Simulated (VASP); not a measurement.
# AgCl (Chlorargyrite) (I4/mmm) in VASP: single point with PBEsol

Aim: the single point of AgCl (Chlorargyrite) with PBEsol.

Everything below comes from runs of VASP 6.6.1. Logs are shortened: lines on timing, memory, paths and dates and some standing lists are left out, and cuts for length are marked.

## 1. The cell of the first run

It takes space group I4/mmm (No. 139, tetragonal). The conventional cell has a = 3.929 Å, b = 3.929 Å, c = 5.323 Å, α = 90.00°, β = 90.00°, γ = 90.00°. Within 3.5 Å of Ag (site symmetry 4/mmm) lie 6 Cl at 2.66 to 2.78 Å. Within 3.5 Å of Cl (site symmetry 4/mmm) lie 6 Ag at 2.66 to 2.78 Å.

## 2. Single point, PBEsol (in-plane strain +0.02, then relaxed in part)

Contents of INCAR:

```
SYSTEM = AgCl
PREC = Accurate
ENCUT = 500
EDIFF = 1E-6
ISMEAR = 0
SIGMA = 0.01
LREAL = .False.
LASPH = .True.
NELM = 120
ALGO = Normal
ISIF = 2
LWAVE = .False.
LCHARG = .False.
GGA = PS
NBANDS = 16
GGA_COMPAT = .False.
```

Contents of KPOINTS:

```
Automatic mesh
0
Gamma
  8 8 8
  0 0 0
```

Contents of POSCAR:

```
AgCl
1.0
    2.7782264807      2.7782264807      0.0000000000
   -2.7782264807      2.7782264807      0.0000000000
    0.0000000000      2.7782264807      2.6617036980
Ag Cl
1 1
Direct
    0.0000000000      0.0000000000      0.0000000000
    0.5000000000      0.5000000000      0.0000000000
```

Potentials or basis: VASP PAW PBE potentials, release 64 (Ag, Cl).

The run is started by

```console
$ cat potpaw_PBE.64/Ag/POTCAR potpaw_PBE.64/Cl/POTCAR > POTCAR
$ mpirun -np 1 vasp_std > vasp.out
```

OUTCAR:

```text
SYSTEM = AgCl
   PREC = Accurate
   ENCUT = 500
   EDIFF = 1E-6
   ISMEAR = 0
   LREAL = .False.
   LASPH = .True.
   NELM = 120
   ISIF = 2
   GGA = PS

 ion  position               nearest neighbor table
   1  0.000  0.000  0.000-   2 2.66   2 2.66   2 2.78   2 2.78   2 2.78   2 2.78
   2  0.500  0.500  0.000-   1 2.66   1 2.66   1 2.78   1 2.78   1 2.78   1 2.78

  LATTYP: Found a body centered tetragonal cell.
 ALAT       =     3.9290055684
 C/A-ratio  =     1.3548994277

  Lattice vectors:

 A1 = (   2.7782264807,   0.0000000000,  -2.6617036980)
 A2 = (  -2.7782264807,   0.0000000000,  -2.6617036980)
 A3 = (   0.0000000000,   2.7782264807,   2.6617036980)

Analysis of symmetry for initial positions (statically):
=====================================================================
 Subroutine PRICEL returns:
 Original cell was already a primitive cell.

 Routine SETGRP: Setting up the symmetry group for a
 body centered tetragonal supercell.

 Subroutine GETGRP returns: Found 16 space group operations
 (whereof 16 operations were pure point group operations)
 out of a pool of 16 trial point group operations.

The static configuration has the point symmetry D_4h.

Analysis of symmetry for dynamics (positions and initial velocities):
=====================================================================
 Subroutine PRICEL returns:
 Original cell was already a primitive cell.

 Routine SETGRP: Setting up the symmetry group for a
 body centered tetragonal supercell.

 Subroutine GETGRP returns: Found 16 space group operations
 (whereof 16 operations were pure point group operations)
 out of a pool of 16 trial point group operations.

The dynamic configuration has the point symmetry D_4h.

 Subroutine INISYM returns: Found 16 space group operations
 (whereof 16 operations are pure point group operations),
 and found     1 'primitive' translations

----------------------------------------------------------------------------------------

                                     Primitive cell

  volume of cell :      41.0889

  direct lattice vectors                    reciprocal lattice vectors
     2.778226481  2.778226481  0.000000000     0.179970929  0.179970929 -0.187849609
    -2.778226481  2.778226481  0.000000000    -0.179970929  0.179970929 -0.187849609
     0.000000000  2.778226481  2.661703698     0.000000000  0.000000000  0.375699219

  length of vectors
     3.929005568  3.929005568  3.847493854     0.316332967  0.316332967  0.375699219

  position of ions in fractional coordinates (direct lattice)
     0.000000000  0.000000000  0.000000000
     0.500000000  0.500000000  0.000000000

  ion indices of the primitive-cell ions
   primitive index   ion index
                 1           1
                 2           2

----------------------------------------------------------------------------------------

 KPOINTS: Automatic mesh

Automatic generation of k-mesh.
 Grid dimensions read from file:
 generate k-points for:    8    8    8

 Generating k-lattice:

  Cartesian coordinates                     Fractional coordinates (reciprocal lattice)
     0.022496366  0.022496366 -0.023481201     0.125000000  0.000000000  0.000000000
    -0.022496366  0.022496366 -0.023481201     0.000000000  0.125000000  0.000000000
     0.000000000  0.000000000  0.046962402     0.000000000  0.000000000  0.125000000

  Length of vectors
     0.039541621  0.039541621  0.046962402

  Shift w.r.t. Gamma in fractional coordinates (k-lattice)
     0.000000000  0.000000000  0.000000000

 Subroutine IBZKPT returns following result:
 ===========================================

 Found     59 irreducible k-points:

 Following reciprocal coordinates:
            Coordinates               Weight
  0.000000  0.000000  0.000000      1.000000
  0.125000  0.000000 -0.000000      8.000000
  0.250000  0.000000 -0.000000      8.000000
  0.375000  0.000000 -0.000000      8.000000
  0.500000  0.000000 -0.000000      4.000000
  0.125000  0.125000 -0.000000      8.000000
[... 16 lines left out ...]
  0.250000  0.000000  0.125000      4.000000
  0.375000  0.000000  0.125000      8.000000
 [... further k-points ...]
   k-points           NKPTS =     59   k-points in BZ     NKDIM =     59   number of bands    NBANDS=     16
   number of dos      NEDOS =    301   number of ions     NIONS =      2
   total plane-waves  NPLWV =  25200
   dimension x,y,z NGX =    30 NGY =   30 NGZ =   28
   dimension x,y,z NGXF=    60 NGYF=   60 NGZF=   56
   ions per type =               1   1
   NGX,Y,Z   is equivalent  to a cutoff of  12.69, 12.69, 12.10 a.u.
   NGXF,Y,Z  is equivalent  to a cutoff of  25.39, 25.39, 24.20 a.u.
 SYSTEM =  AgCl
   PREC   = accura    normal or accurate (medium, high low for compatibility)
   ISTART =      0    job   : 0-new  1-cont  2-samecut
   ICHARG =      2    charge: 1-file 2-atom 10-const
   ISPIN  =      1    spin polarized calculation?
   LNONCOLLINEAR =      F non collinear calculations
   LSORBIT =      F    spin-orbit coupling
   LASPH  =      T    aspherical Exc in radial PAW
   ENCUT  =  500.0 eV  36.75 Ry    6.06 a.u.   7.16  7.16  7.01*2*pi/ulx,y,z
   NELM   =    120;   NELMIN=  2; NELMDL= -5     # of ELM steps
   EDIFF  = 0.1E-05   stopping-criterion for ELM
   LREAL  =      F    real-space projection
   EDIFFG = 0.1E-04   stopping-criterion for IOM
   NSW    =      0    number of steps for IOM
   IBRION =     -1    ionic relax: 0-MD 1-quasi-New 2-CG
   NFREE  =      0    steps in history (QN), initial steepest desc. (CG)
   ISIF   =      2    stress and relaxation
   ISYM   =      2    0-nonsym 1-usesym 2-fastsym
   POTIM  = 0.5000    time-step for ionic-motion
   TEBEG  =    0.0;   TEEND  =   0.0 temperature during run
   PSTRESS=    0.0 pullay stress
   NELECT =      18.0000    total number of electrons
   NUPDOWN=      -1.0000    fix difference up-down
   EMIN   =  10.00;   EMAX   =-10.00  energy-range for DOS
   EFERMI =   0.00;   METHOD = LEGACY
   ISMEAR =     0;   SIGMA  =   0.01  broadening in eV -4-tet -1-fermi 0-gaus
   EFERMI_NEDOS =   21; number of points for ismear=-14 and -15
   IALGO  =     38    algorithm
   IMIX   =      4    mixing-type and parameters
     AMIX     =   0.40;   BMIX     =  1.00
     AMIX_MAG =   1.60;   BMIX_MAG =  1.00
  volume/ion in A,a.u.               =      20.54       138.64
  Fermi-wavevector in a.u.,A,eV,Ry     =   1.243342  2.349576 21.033243  1.545900
  Thomas-Fermi vector in A             =   2.377657
   LORBIT       =      0    0 simple, 1 ext, 2 COOP (PROOUT), +10 PAW based schemes
   GGA     = PS    functional components
   LHFCALC =     F    Hartree Fock is set to
   AEXX    =    0.0000 exact exchange contribution
   IVDW    =     0    specifies the selected vdW correction
   LEPSILON=     F    determine dielectric tensor
   LRPA    =     F    only Hartree local field effects (RPA)
 non-spin polarized calculation
 Gauss-broadening in eV      SIGMA  =   0.01
  energy-cutoff  :      500.00
  volume of cell :       41.09
 maximum number of plane-waves:      1062
 NGX is ok and might be reduce to    30
   NGX = 15   NGY = 15   NGZ = 13

 number of electron      18.0000004 magnetization

 Free energy of the ion-electron system (eV)
  ---------------------------------------------------
  ext. energy  EPLUGINS =         0.00000000
  ---------------------------------------------------
  free energy    TOTEN  =        -6.05506765 eV

  energy without entropy =       -6.05506765  energy(sigma->0) =       -6.05506765

 E-fermi :   4.4467     XC(G=0): -10.4093

 val. band max:        4.3319912498   @ k =   0.5000   0.0000  -0.0000
 cond. band min:       4.9360743138   @ k =   0.0000   0.0000   0.0000
 fundamental gap:      0.6040830640
 Fermi energy:         4.4466593755

 k-point     1 :       0.0000    0.0000    0.0000
  band No.  band energies     occupation
      1     -11.2128      2.00000
      2       1.5156      2.00000
      3       1.5156      2.00000
      4       1.5838      2.00000
      5       1.5935      2.00000
      6       1.6051      2.00000
[... 8 lines left out ...]
     15      17.2372      0.00000
     16      17.2372      0.00000

 k-point     2 :       0.1250    0.0000   -0.0000
  band No.  band energies     occupation
      1     -11.1444      2.00000
      2       0.7372      2.00000
      3       0.8691      2.00000
      4       0.9156      2.00000
      5       1.5909      2.00000
      6       1.6447      2.00000
[... 8 lines left out ...]
     15      16.2438      0.00000
     16      16.9596      0.00000

 k-point     3 :       0.2500    0.0000   -0.0000
  band No.  band energies     occupation
      1     -10.9712      2.00000
      2      -0.3312      2.00000
      3       0.2087      2.00000
      4       0.3205      2.00000
      5       1.7471      2.00000
      6       1.7723      2.00000
[... 8 lines left out ...]
     15      16.4233      0.00000
     16      16.8596      0.00000

 k-point     4 :       0.3750    0.0000   -0.0000
  band No.  band energies     occupation
      1     -10.7854      2.00000
      2      -1.1637      2.00000
      3      -0.1899      2.00000
      4      -0.0600      2.00000
      5       1.9042      2.00000
      6       1.9122      2.00000
[... 8 lines left out ...]
     15      17.3109      0.00000
     16      17.3692      0.00000
[... 324 lines left out ...]
 k-point    22 :       0.0000    0.0000    0.1250
  band No.  band energies     occupation
      1     -11.1128      2.00000
      2       0.1212      2.00000
      3       1.1029      2.00000
      4       1.1029      2.00000
      5       1.5724      2.00000
      6       1.6414      2.00000
[... 8 lines left out ...]
     15      17.8153      0.00000
     16      18.1873      0.00000

 k-point    23 :       0.2500    0.0000    0.1250
  band No.  band energies     occupation
      1     -11.0539      2.00000
      2       0.1319      2.00000
      3       0.4468      2.00000
      4       0.8267      2.00000
      5       1.6106      2.00000
      6       1.7791      2.00000
[... 8 lines left out ...]
     15      17.0348      0.00000
     16      18.1465      0.00000

 k-point    24 :       0.3750    0.0000    0.1250
  band No.  band energies     occupation
      1     -10.8864      2.00000
      2      -0.5979      2.00000
      3       0.0615      2.00000
      4       0.2725      2.00000
      5       1.7454      2.00000
      6       1.8580      2.00000
[... 8 lines left out ...]
     15      17.7860      0.00000
     16      18.3553      0.00000

 [... further k-points ...]
[... 5 lines left out ...]
  --------------------------------------------------------------------------------------
  -------------------------------------------------------------------------------------
  Total       -0.2987382     -0.2987382     -0.0162727      0.0000000      0.0000000      0.0000000
  in kB      -11.6486692    -11.6486692     -0.6345191      0.0000000      0.0000000      0.0000000
  external PRESSURE =      -7.9772858 kB  Pullay stress =       0.0000000 kB

 VOLUME and BASIS-vectors are now :
 -----------------------------------------------------------------------------
  energy-cutoff  :      500.00
  volume of cell :       41.09
      direct lattice vectors                 reciprocal lattice vectors
     2.778226481  2.778226481  0.000000000     0.179970929  0.179970929 -0.187849609
    -2.778226481  2.778226481  0.000000000    -0.179970929  0.179970929 -0.187849609
     0.000000000  2.778226481  2.661703698     0.000000000  0.000000000  0.375699219

 POSITION                                       TOTAL-FORCE (eV/Angst)
 -----------------------------------------------------------------------------------
      0.00000      0.00000      0.00000         0.000000      0.000000      0.000000
      0.00000      2.77823      0.00000         0.000000     -0.000000      0.000000
 -----------------------------------------------------------------------------------
    total drift:                               -0.000000     -0.000000      0.000000

  FREE ENERGIE OF THE ION-ELECTRON SYSTEM (eV)
  ---------------------------------------------------
  free  energy   TOTEN  =        -6.0550676459 eV

  energy  without entropy=       -6.0550676459  energy(sigma->0) =       -6.05506765
```

It took 47 s on 1 thread of Intel Xeon 8259CL, shared host; peak memory 0.18 GiB.

What came out:

* Free energy: -6.0551 eV
* Pressure: -0.8 GPa
* Band gap on the k mesh: 0.60 eV, indirect (least direct gap 3.18 eV)

Stress tensor (GPa, compression positive):
```
-1.16  0.00  0.00
 0.00 -1.16  0.00
 0.00  0.00 -0.06
```

Caveat: the cell differs from its parent crystal (in-plane strain +0.02, then relaxed in part); the PAW data sets were made with another functional, which shifts forces and pressure a little. A k mesh can miss the band edges.
